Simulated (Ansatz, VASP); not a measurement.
TiO2: VASP beside Ansatz

```
Ti O
1.0
     4.59984    0.00000    0.00000
     0.00000    4.59984    0.00000
     0.00000    0.00000    2.95921
Ti O
2 4
Cartesian
  0.0000 0.0000 1.4796
  2.2999 2.2999 0.0000
  1.3998 1.3998 1.4796
  0.9001 3.6997 0.0000
  3.6997 0.9001 0.0000
  3.2000 3.2000 1.4796
```

Alike in both runs: task relaxation of cell and atoms; functional PBE; k mesh 6 × 6 × 9; occupations fermi-dirac, width 0.05 eV; no spin polarisation; Hubbard terms Ti d U = 6.0 eV.

|  | VASP | Ansatz |
| --- | --- | --- |
| version | VASP 6.6.1 | Ansatz 0.2.0 |
| potentials or method | VASP PAW PBE potentials, release 64 (Ti_sv, O) | Ansatz PAW |
| plane-wave cutoff (eV) | 600 | 420 |
| valence electrons in the cell | 48 | 48 |

Ansatz gave:

| Quantity | Value |
| --- | --- |
| relaxed volume (Å³/atom) | 10.87 |
| relaxed cell length with the largest relative difference (Å) | 4.640 |

Problem. What did VASP give for the same quantities?

Solution. Relaxed volume (Å³/atom): 11.12; relaxed cell length with the largest relative difference (Å): 4.682.

The programs project onto different local orbitals, so the same U acts differently, and such runs can settle in different states.

Noted on Ansatz's run: odd divisions of the mesh miss points on the zone boundary, where band edges often lie, so the gap on the mesh can be too wide; the plane-wave basis is chosen anew once the cell has moved, so the energies of steps on either side of that aren't comparable.
